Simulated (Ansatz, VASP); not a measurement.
# Two plane-wave programs on KF

```
K F
1.0
     0.00000    2.64676    2.67350
     2.64676    0.00000    2.67350
     2.64676    2.64676    0.00000
K F
1 1
Direct
  0.00000 0.00000 0.00000
  0.50000 0.50000 0.50000
```

Change from the starting cell: strain -0.0100 x Voigt [1, 1, 0, 0, 0, 0], atoms carried along.

Alike in both runs: task single point; functional r2SCAN; k mesh 8 × 8 × 8; occupations gaussian, width 0.05 eV; no spin polarisation.

|  | VASP | Ansatz |
| --- | --- | --- |
| version | VASP 6.6.1 | Ansatz 0.2.0 |
| potentials or method | VASP PAW PBE potentials, release 64 (K_sv, F), cutoff 520 eV | scalar-relativistic, plane waves, PAW |
| valence electrons in the cell | 16 | 16 |

Ansatz gave:

| Quantity | Value |
| --- | --- |
| gap on the k mesh at the Fermi level (eV) | 6.92 |
| least direct gap on the mesh (eV) | 6.92 |
| pressure (GPa) | 0.1 |
| traceless stress, the component that is largest in VASP (GPa) | -0.42 |

Question: Estimate VASP's values.

Answer: gap on the k mesh at the Fermi level (eV): 6.92; least direct gap on the mesh (eV): 6.92; pressure (GPa): 0.1; traceless stress, the component that is largest in VASP (GPa): -0.44.

VASP's potentials were made for PBE, not for r2SCAN.
